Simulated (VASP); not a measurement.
MoS2: single point with PBEsol+D3(BJ)

Crystal: MoS2.

```
CELL_PARAMETERS angstrom
-3.07981 0.00000 0.00000
-1.53990 -2.66719 0.00000
-1.84789 -1.06688 17.39115
ATOMIC_POSITIONS crystal
Mo 0.60001 0.60001 0.16663
Mo 0.66668 0.66668 0.83330
Mo 0.13335 0.13335 0.49997
S 0.29632 0.29632 0.92586
S 0.76299 0.76299 0.59253
S 0.22966 0.22966 0.25919
S 0.50370 0.50370 0.40741
S 0.97037 0.97037 0.07407
S 0.03704 0.03704 0.74074
```

- Program: VASP 6.6.1
- Task: single point
- Functional: PBEsol
- Dispersion: D3(BJ)
- Potentials or basis: VASP PAW PBE potentials, release 64 (Mo_sv, S)
- Cutoff: 520 eV
- k mesh: 14 × 14 × 3
- Occupations: gaussian, width 0.15 eV
- Spin: no spin polarisation

```
Pressure                   : 0.4 GPa
Largest force              : 0.284 eV/Å
Band gap on the k mesh     : zero (bands 39 and 40 overlap by 0.64 eV)
Dispersion energy per atom : -0.415 eV
```

Forces on the atoms (eV/Å):
```
Mo   0.052  0.030 -0.222
Mo  -0.052 -0.030  0.222
Mo   0.000  0.000  0.000
S   -0.094 -0.054 -0.263
S   -0.001 -0.001  0.003
S   -0.007 -0.004  0.049
S    0.001  0.001 -0.003
S    0.094  0.054  0.263
S    0.007  0.004 -0.049
```

Stress tensor (GPa, compression positive):
```
 0.88  0.26  0.53
 0.26  0.58  0.31
 0.53  0.31 -0.21
```

Levels at points of the mesh, in eV from the Fermi level:
| k point | band 35 | band 36 | band 37 | band 38 | band 39 | band 40 | band 41 | band 42 | band 43 | band 44 |
| --- | --- | --- | --- | --- | --- | --- | --- | --- | --- | --- |
| (0.00, 0.00, 0.00) | -0.77 | -0.72 | -0.72 | -0.15 | -0.14 | -0.01 | 0.02 | 0.07 | 0.09 | 0.24 |
| (0.50, 0.00, 0.00) | -2.18 | -1.84 | -1.57 | -1.56 | -1.13 | 1.60 | 1.60 | 1.65 | 1.92 | 1.98 |
| (0.50, 0.50, 0.00) | -2.35 | -2.12 | -1.72 | -1.30 | -1.26 | 1.60 | 1.60 | 1.65 | 1.96 | 2.13 |

Wall time 21 min on 1 thread of Oxide Virtual Turin-like Processor, on a shared host, peak memory 0.82 GiB.

Caveat: the PAW data sets were made with another functional, which shifts forces and pressure a little.
